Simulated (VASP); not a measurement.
# Cd2As (Fd-3m) in VASP: further runs

Runs on Cd2As. Level: PBE. Tasks: single point, relaxation of cell and atoms.

Everything below comes from runs of VASP 6.6.1. Logs are shortened: lines on timing, memory, paths and dates and some standing lists are left out, and cuts for length are marked.

## 1. The cell of the first run

The structure is cubic, space group Fd-3m (No. 227). The conventional cell has a = 8.148 Å, b = 8.148 Å, c = 8.148 Å, α = 90.00°, β = 90.00°, γ = 90.00°. Cd (site symmetry -3m) has 6 Cd at 2.88 Å and 6 As at 3.38 Å within 3.8 Å. As (site symmetry -43m) has 12 Cd at 3.38 Å and 4 As at 3.53 Å within 4.4 Å.

## 2. Single point, PBE

INCAR

```
ALGO = Fast ; EDIFF = 1E-6
ENCUT = 520 ; GGA = PE
ISIF = 2 ; ISMEAR = 0
LASPH = T ; LCHARG = F
LREAL = F ; LWAVE = F
NBANDS = 38 ; NELM = 80
PREC = Accurate ; SIGMA = 0.1
```

KPOINTS

```
k-points
0
Gamma
  8 8 8
```

POSCAR

```
Cd2As
1.0
    0.0000000000      4.0737967561      4.0737967561
    4.0737967561      0.0000000000      4.0737967561
    4.0737967561      4.0737967561      0.0000000000
Cd As
4 2
Direct
    0.6250000000      0.6250000000      0.6250000000
    0.1250000000      0.6250000000      0.6250000000
    0.6250000000      0.6250000000      0.1250000000
    0.6250000000      0.1250000000      0.6250000000
    0.0000000000      0.0000000000      0.0000000000
    0.2500000000      0.2500000000      0.2500000000
```

Potentials or basis: VASP PAW PBE potentials, release 64 (Cd, As).

On the command line:

```console
$ cat potpaw_PBE.64/Cd/POTCAR potpaw_PBE.64/As/POTCAR > POTCAR
$ mpirun -np 1 vasp_std > vasp.out
```

OUTCAR:

```text
EDIFF = 1E-6
   ENCUT = 520
   GGA = PE
   ISIF = 2
   ISMEAR = 0
   LASPH = T
   LREAL = F
   NELM = 80
   PREC = Accurate

 ion  position               nearest neighbor table
   1  0.625  0.625  0.625-   2 2.88   3 2.88   4 2.88   3 2.88   4 2.88   2 2.88
   2  0.125  0.625  0.625-   1 2.88   3 2.88   4 2.88   1 2.88   3 2.88   4 2.88
   3  0.625  0.625  0.125-   1 2.88   1 2.88   2 2.88   4 2.88   4 2.88   2 2.88
   4  0.625  0.125  0.625-   1 2.88   3 2.88   1 2.88   2 2.88   3 2.88   2 2.88
   5  0.000  0.000  0.000-
   6  0.250  0.250  0.250-

  LATTYP: Found a face centered cubic cell.
 ALAT       =     8.1475935122

  Lattice vectors:

 A1 = (   0.0000000000,   4.0737967561,   4.0737967561)
 A2 = (   4.0737967561,   0.0000000000,   4.0737967561)
 A3 = (   4.0737967561,   4.0737967561,   0.0000000000)

Analysis of symmetry for initial positions (statically):
=====================================================================
 Subroutine PRICEL returns:
 Original cell was already a primitive cell.

 Routine SETGRP: Setting up the symmetry group for a
 face centered cubic supercell.

 Subroutine GETGRP returns: Found 48 space group operations
 (whereof 24 operations were pure point group operations)
 out of a pool of 48 trial point group operations.

The static configuration has the point symmetry T_d .
 The point group associated with its full space group is O_h .

Analysis of symmetry for dynamics (positions and initial velocities):
=====================================================================
 Subroutine PRICEL returns:
 Original cell was already a primitive cell.

 Routine SETGRP: Setting up the symmetry group for a
 face centered cubic supercell.

 Subroutine GETGRP returns: Found 48 space group operations
 (whereof 24 operations were pure point group operations)
 out of a pool of 48 trial point group operations.

The dynamic configuration has the point symmetry T_d .
 The point group associated with its full space group is O_h .

 Subroutine INISYM returns: Found 48 space group operations
 (whereof 24 operations are pure point group operations),
 and found     1 'primitive' translations

----------------------------------------------------------------------------------------

                                     Primitive cell

  volume of cell :     135.2160

  direct lattice vectors                    reciprocal lattice vectors
     0.000000000  4.073796756  4.073796756    -0.122735627  0.122735627  0.122735627
     4.073796756  0.000000000  4.073796756     0.122735627 -0.122735627  0.122735627
     4.073796756  4.073796756  0.000000000     0.122735627  0.122735627 -0.122735627

  length of vectors
     5.761218623  5.761218623  5.761218623     0.212584342  0.212584342  0.212584342

  position of ions in fractional coordinates (direct lattice)
     0.625000000  0.625000000  0.625000000
     0.125000000  0.625000000  0.625000000
     0.625000000  0.625000000  0.125000000
     0.625000000  0.125000000  0.625000000
     0.000000000  0.000000000  0.000000000
     0.250000000  0.250000000  0.250000000

  ion indices of the primitive-cell ions
   primitive index   ion index
                 1           1
                 2           2
                 3           3
                 4           4
                 5           5
                 6           6

----------------------------------------------------------------------------------------

 KPOINTS: k-points

Automatic generation of k-mesh.
 Grid dimensions read from file:
 generate k-points for:    8    8    8

 Generating k-lattice:

  Cartesian coordinates                     Fractional coordinates (reciprocal lattice)
    -0.015341953  0.015341953  0.015341953     0.125000000  0.000000000  0.000000000
     0.015341953 -0.015341953  0.015341953     0.000000000  0.125000000  0.000000000
     0.015341953  0.015341953 -0.015341953     0.000000000  0.000000000  0.125000000

  Length of vectors
     0.026573043  0.026573043  0.026573043

  Shift w.r.t. Gamma in fractional coordinates (k-lattice)
     0.000000000  0.000000000  0.000000000

 Subroutine IBZKPT returns following result:
 ===========================================

 Found     29 irreducible k-points:

 Following reciprocal coordinates:
            Coordinates               Weight
  0.000000  0.000000  0.000000      1.000000
  0.125000  0.000000  0.000000      8.000000
  0.250000  0.000000  0.000000      8.000000
  0.375000  0.000000  0.000000      8.000000
  0.500000  0.000000  0.000000      4.000000
  0.125000  0.125000  0.000000      6.000000
[... 16 lines left out ...]
  0.500000  0.250000  0.125000     48.000000
 -0.375000  0.250000  0.125000     24.000000
 [... further k-points ...]
   k-points           NKPTS =     29   k-points in BZ     NKDIM =     29   number of bands    NBANDS=     38
   number of dos      NEDOS =    301   number of ions     NIONS =      6
   total plane-waves  NPLWV = 110592
   dimension x,y,z NGX =    48 NGY =   48 NGZ =   48
   dimension x,y,z NGXF=    96 NGYF=   96 NGZF=   96
   ions per type =               4   2
   NGX,Y,Z   is equivalent  to a cutoff of  13.85, 13.85, 13.85 a.u.
   NGXF,Y,Z  is equivalent  to a cutoff of  27.70, 27.70, 27.70 a.u.
 SYSTEM =  unknown system
   PREC   = accura    normal or accurate (medium, high low for compatibility)
   ISTART =      0    job   : 0-new  1-cont  2-samecut
   ICHARG =      2    charge: 1-file 2-atom 10-const
   ISPIN  =      1    spin polarized calculation?
   LNONCOLLINEAR =      F non collinear calculations
   LSORBIT =      F    spin-orbit coupling
   LASPH  =      T    aspherical Exc in radial PAW
   ENCUT  =  520.0 eV  38.22 Ry    6.18 a.u.  10.71 10.71 10.71*2*pi/ulx,y,z
   NELM   =     80;   NELMIN=  2; NELMDL= -5     # of ELM steps
   EDIFF  = 0.1E-05   stopping-criterion for ELM
   LREAL  =      F    real-space projection
   EDIFFG = 0.1E-04   stopping-criterion for IOM
   NSW    =      0    number of steps for IOM
   IBRION =     -1    ionic relax: 0-MD 1-quasi-New 2-CG
   NFREE  =      0    steps in history (QN), initial steepest desc. (CG)
   ISIF   =      2    stress and relaxation
   ISYM   =      2    0-nonsym 1-usesym 2-fastsym
   POTIM  = 0.5000    time-step for ionic-motion
   TEBEG  =    0.0;   TEEND  =   0.0 temperature during run
   PSTRESS=    0.0 pullay stress
   NELECT =      58.0000    total number of electrons
   NUPDOWN=      -1.0000    fix difference up-down
   EMIN   =  10.00;   EMAX   =-10.00  energy-range for DOS
   EFERMI =   0.00;   METHOD = LEGACY
   ISMEAR =     0;   SIGMA  =   0.10  broadening in eV -4-tet -1-fermi 0-gaus
   EFERMI_NEDOS =   21; number of points for ismear=-14 and -15
   IALGO  =     68    algorithm
   IMIX   =      4    mixing-type and parameters
     AMIX     =   0.40;   BMIX     =  1.00
     AMIX_MAG =   1.60;   BMIX_MAG =  1.00
  volume/ion in A,a.u.               =      22.54       152.08
  Fermi-wavevector in a.u.,A,eV,Ry     =   1.234643  2.333137 20.739957  1.524344
  Thomas-Fermi vector in A             =   2.369325
   LORBIT       =      0    0 simple, 1 ext, 2 COOP (PROOUT), +10 PAW based schemes
   GGA     = PE    functional components
   LHFCALC =     F    Hartree Fock is set to
   AEXX    =    0.0000 exact exchange contribution
   IVDW    =     0    specifies the selected vdW correction
   LEPSILON=     F    determine dielectric tensor
   LRPA    =     F    only Hartree local field effects (RPA)
 non-spin polarized calculation
 RMM-DIIS sequential band-by-band and
 Gauss-broadening in eV      SIGMA  =   0.10
  energy-cutoff  :      520.00
  volume of cell :      135.22
 maximum number of plane-waves:      3695
 NGX is ok and might be reduce to    48
   NGX = 21   NGY = 21   NGZ = 21

 number of electron      57.9999990 magnetization

 Free energy of the ion-electron system (eV)
  ---------------------------------------------------
  ext. energy  EPLUGINS =         0.00000000
  ---------------------------------------------------
  free energy    TOTEN  =       -10.28904997 eV

  energy without entropy =      -10.27333562  energy(sigma->0) =      -10.28119279

 E-fermi :   3.3929     XC(G=0): -10.5351

 val. band max:        3.3722524075   @ k =  -0.2500   0.2500   0.0000
 cond. band min:       3.4243355203   @ k =   0.3750   0.2500   0.1250
 fundamental gap:      0.0520831128
 Fermi energy:         3.3929037814

 k-point     1 :       0.0000    0.0000    0.0000
  band No.  band energies     occupation
      1      -8.3078      2.00000
      2      -7.3875      2.00000
      3      -6.6922      2.00000
      4      -6.6922      2.00000
      5      -6.6922      2.00000
      6      -6.4881      2.00000
[... 30 lines left out ...]
     37       7.7516      0.00000
     38       7.7516      0.00000

 k-point     2 :       0.1250    0.0000    0.0000
  band No.  band energies     occupation
      1      -8.2386      2.00000
      2      -7.3381      2.00000
      3      -6.7039      2.00000
      4      -6.6574      2.00000
      5      -6.6574      2.00000
      6      -6.4647      2.00000
[... 30 lines left out ...]
     37       7.6768      0.00000
     38       7.6768      0.00000

 k-point     3 :       0.2500    0.0000    0.0000
  band No.  band energies     occupation
      1      -8.0476      2.00000
      2      -7.2106      2.00000
      3      -6.8059      2.00000
      4      -6.5873      2.00000
      5      -6.5873      2.00000
      6      -6.5104      2.00000
[... 30 lines left out ...]
     37       7.3923      0.00000
     38       7.3923      0.00000

 k-point     4 :       0.3750    0.0000    0.0000
  band No.  band energies     occupation
      1      -7.7947      2.00000
      2      -7.0957      2.00000
      3      -6.9765      2.00000
      4      -6.5434      2.00000
      5      -6.5434      2.00000
      6      -6.4773      2.00000
[... 30 lines left out ...]
     37       8.4584      0.00000
     38       8.7963      0.00000
[... 703 lines left out ...]
      4      -6.5429      2.00000
      5      -6.5328      2.00000
      6      -6.4576      2.00000
[... 30 lines left out ...]
     37       7.6663      0.00000
     38       8.8104      0.00000

 k-point    23 :       0.5000    0.2500    0.1250
  band No.  band energies     occupation
      1      -7.6729      2.00000
      2      -7.0740      2.00000
      3      -6.9278      2.00000
      4      -6.5180      2.00000
      5      -6.4783      2.00000
      6      -6.3973      2.00000
[... 30 lines left out ...]
     37       8.8819      0.00000
     38       9.6403      0.00000

 k-point    24 :      -0.3750    0.2500    0.1250
  band No.  band energies     occupation
      1      -7.5392      2.00000
      2      -7.1721      2.00000
      3      -6.8555      2.00000
      4      -6.5050      2.00000
      5      -6.4058      2.00000
      6      -6.3838      2.00000
[... 30 lines left out ...]
     37       9.3250      0.00000
     38       9.7072      0.00000

 [... further k-points ...]

------------------------ aborting loop because EDIFF is reached ----------------------------------------

  FORCE on cell =-STRESS in cart. coord.  units (eV):
  Direction    XX          YY          ZZ          XY          YZ          ZX
  --------------------------------------------------------------------------------------
  -------------------------------------------------------------------------------------
  Total        0.2565589      0.2565589      0.2565589      0.0000000      0.0000000      0.0000000
  in kB        3.0399727      3.0399727      3.0399727      0.0000000      0.0000000      0.0000000
  external PRESSURE =       3.0399727 kB  Pullay stress =       0.0000000 kB

 VOLUME and BASIS-vectors are now :
 -----------------------------------------------------------------------------
  energy-cutoff  :      520.00
  volume of cell :      135.22
      direct lattice vectors                 reciprocal lattice vectors
     0.000000000  4.073796756  4.073796756    -0.122735627  0.122735627  0.122735627
     4.073796756  0.000000000  4.073796756     0.122735627 -0.122735627  0.122735627
     4.073796756  4.073796756  0.000000000     0.122735627  0.122735627 -0.122735627

 POSITION                                       TOTAL-FORCE (eV/Angst)
 -----------------------------------------------------------------------------------
      5.09225      5.09225      5.09225         0.000000      0.000000      0.000000
      5.09225      3.05535      3.05535         0.000000      0.000000      0.000000
      3.05535      3.05535      5.09225         0.000000      0.000000      0.000000
      3.05535      5.09225      3.05535         0.000000      0.000000      0.000000
      0.00000      0.00000      0.00000         0.000000      0.000000      0.000000
      2.03690      2.03690      2.03690        -0.000000     -0.000000     -0.000000
 -----------------------------------------------------------------------------------
    total drift:                                0.000000      0.000000     -0.000000

  FREE ENERGIE OF THE ION-ELECTRON SYSTEM (eV)
  ---------------------------------------------------
  free  energy   TOTEN  =       -10.2890499655 eV

  energy  without entropy=      -10.2733356200  energy(sigma->0) =      -10.28119279
```

It took 1.8 min on 1 thread of AMD EPYC 9R45 (Zen 5), shared host; peak memory 0.34 GiB.

Results:

```
Free energy            : -10.2890 eV
Pressure               : 0.3 GPa
Band gap on the k mesh : zero (bands 29 and 30 overlap by 2.67 eV)
```

## 3. Relaxation of cell and atoms, PBE

This run uses another cell than the first one, of 23.04 Å³/atom.

INCAR

```
SYSTEM = Cd2As
PREC = Accurate ; ENCUT = 600
EDIFF = 1E-7 ; ISMEAR = 0
SIGMA = 0.1 ; LREAL = .False.
LASPH = .True. ; NELM = 80
ALGO = Fast ; ISIF = 3
LWAVE = .False. ; LCHARG = .False.
GGA = PE ; IBRION = 2
NSW = 100 ; EDIFFG = -0.01
```

KPOINTS

```
Automatic mesh
0
Gamma
  8 8 8
  0 0 0
```

Changes to POSCAR since step 2:

```diff
@@ -2,5 +2,5 @@
 1.0
-    0.0000000000      4.0737967561      4.0737967561
-    4.0737967561      0.0000000000      4.0737967561
-    4.0737967561      4.0737967561      0.0000000000
+    0.0000000000      4.1038362557      4.1038362557
+    4.1038362557      0.0000000000      4.1038362557
+    4.1038362557      4.1038362557      0.0000000000
 Cd As
```

Potentials or basis: VASP PAW PBE potentials, release 64 (Cd, As).

On the command line:

```console
$ cat potpaw_PBE.64/Cd/POTCAR potpaw_PBE.64/As/POTCAR > POTCAR
$ mpirun -np 1 vasp_std > vasp.out
```

It took 4.2 min on 1 thread of AMD EPYC 9R45 (Zen 5), shared host; peak memory 0.39 GiB.

It converged, with:

```
Free energy                           : -10.2894 eV
Relaxed volume                        : 22.62 Å³/atom
Relaxed cell                          : a = 5.768 Å, b = 5.768 Å, c = 5.768 Å, α = 60.00°, β = 60.00°, γ = 60.00°
Space group after relaxing (to 0.1 Å) : Fd-3m (No. 227)
Energy gained by relaxing             : 1.4 meV/atom
Ionic steps                           : 3
Pressure after relaxing               : 0.0 GPa
Band gap on the k mesh                : zero (bands 29 and 30 overlap by 2.66 eV)
```

Step by step:
```tsv
step	energy change (eV)	largest force (eV/Å)	pressure (GPa)	volume (Å³)
1	0.0000	0.0000	-1.02	138.23
2	-0.0079	0.0000	0.19	135.31
3	-0.0082	0.0000	0.00	135.73
```

Final structure:
```
CELL_PARAMETERS angstrom
0.00000 4.07894 4.07894
4.07894 0.00000 4.07894
4.07894 4.07894 0.00000
ATOMIC_POSITIONS crystal
Cd 0.62500 0.62500 0.62500
Cd 0.12500 0.62500 0.62500
Cd 0.62500 0.62500 0.12500
Cd 0.62500 0.12500 0.62500
As 0.00000 0.00000 0.00000
As 0.25000 0.25000 0.25000
```

Levels at points of the mesh, in eV from the Fermi level:
```tsv
k point	band 27	band 28	band 29	band 30	band 31	band 32
(0.00, 0.00, 0.00)	-1.97	-1.97	-1.97	-1.93	0.96	0.96
(0.50, 0.00, 0.00)	-1.80	-1.80	-1.15	0.08	1.23	1.23
(0.50, 0.50, 0.00)	-0.42	-0.42	0.50	0.50	1.79	1.79
```
